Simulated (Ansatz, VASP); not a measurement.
## ZnS in VASP and in Ansatz

The input INCAR:

```
PREC = Accurate
ENCUT = 520
EDIFF = 1E-6
ISMEAR = -1
SIGMA = 0.02
LREAL = F
LASPH = T
NELM = 60
ALGO = Normal
ISIF = 2
LWAVE = F
LCHARG = F
GGA = PE
NBANDS = 16
```

File KPOINTS:

```
Automatic mesh
0
Gamma
  8 8 8
```

POSCAR

```
ZnS
1.0
    0.0000000000      2.7064883926      2.6940955531
    2.6940955531      0.0000000000      2.6940955531
    2.6940955531      2.7064883926      0.0000000000
Zn S
1 1
Direct
    0.2500000000      0.2500000000      0.2500000000
    0.0000000000      0.0000000000      0.0000000000
```

Input for Ansatz:

```yaml
crystal:
  lattice:
    - [0.0, 2.7064883926, 2.6940955531]
    - [2.6940955531, 0.0, 2.6940955531]
    - [2.6940955531, 2.7064883926, 0.0]
  atoms:
    - { symbol: Zn, position: [0.25, 0.25, 0.25] }
    - { symbol: S, position: [0.0, 0.0, 0.0] }
kpoints:
  mp_grid: { grid: [8, 8, 8] }
  band_path:
    path:
      - [0.0, 0.0, 0.0]
      - [-0.5, -0.5, 0.0]
      - [-0.375, -0.375, 0.25]
      - [-0.375, 0.0, 0.375]
      - [0.0, 0.0, 0.5]
      - [-0.5, -0.25, 0.25]
    npoints: 1
hamiltonian:
  xc: pbe
scf:
  occupations: { method: fermi_dirac, width: 0.02 }
  n_extra_bands: 4
output:
  forces: true
  stress: true
  eigenvalues: true
```

Change from the starting cell: uniaxial_y strain +0.5%.

Alike in both runs: task single point; functional PBE; k mesh 8 × 8 × 8; occupations fermi-dirac, width 0.02 eV; no spin polarisation.

|  | VASP | Ansatz |
| --- | --- | --- |
| version | VASP 6.6.1 | Ansatz 0.2.0 |
| potentials or method | VASP PAW PBE potentials, release 64 (Zn, S) | plane waves, PAW |
| plane-wave cutoff (eV) | 520 | 420 |
| valence electrons in the cell | 18 | 18 |

|  | VASP | Ansatz | Ansatz less VASP |
| --- | --- | --- | --- |
| gap on the k mesh at the Fermi level (eV) | 2.13 | 2.12 | -0.005 |
| pressure (GPa) | 2.1 | 1.9 | -0.17 |
| traceless stress, the component that is largest in VASP (GPa) | -0.12 | -0.12 | -0.002 |
